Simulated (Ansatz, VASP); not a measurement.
# Two plane-wave programs on Ir2Ru3

```
Ru Ir
1.0
     2.75433    0.00000    0.00000
    -1.37717    2.38532    0.00000
     0.00000    0.00000   21.49068
Ru Ir
6 4
Direct
  0.33333 0.66667 0.59912
  0.33333 0.66667 0.00000
  0.33333 0.66667 0.40088
  0.66667 0.33333 0.69693
  0.66667 0.33333 0.30307
  0.66667 0.33333 0.50000
  0.33333 0.66667 0.79644
  0.33333 0.66667 0.20356
  0.66667 0.33333 0.90067
  0.66667 0.33333 0.09933
```

Alike in both runs: task single point; functional PBE; k mesh 6 × 6 × 1; occupations gaussian, width 0.1 eV; collinear spin.

|  | VASP | Ansatz |
| --- | --- | --- |
| version | VASP 6.6.1 | Ansatz 0.2.0 |
| potentials or method | VASP PAW PBE potentials, release 64 (Ru_pv, Ir), cutoff 520 eV | scalar-relativistic, plane waves, PAW |
| valence electrons in the cell | 120 | 164 |

Ansatz gave:

| Quantity | Value |
| --- | --- |
| gap on the k mesh at the Fermi level (eV) | none |
| pressure (GPa) | 0.0 |
| rms of the force components (eV/Å) | 0.000 |
| net moment per atom (μB) | 0.00 |

Problem. What did VASP give for the same quantities?

Solution. gap on the k mesh at the Fermi level (eV): none; pressure (GPa): 0.1; rms of the force components (eV/Å): 0.009; net moment per atom (μB): 0.00.

Atom by atom the forces differ by 0.009 eV/Å (rms over components). A gap of «none» marks a metal or a gap that the smearing closes. VASP's potentials hold 120 valence electrons a cell and Ansatz's 164, so a difference there can come from the potentials and not from the codes. Ansatz's warnings: seeded moment not kept.

The k mesh is coarse, so the values compare programs but aren't converged. Neither program's run includes spin-orbit coupling.
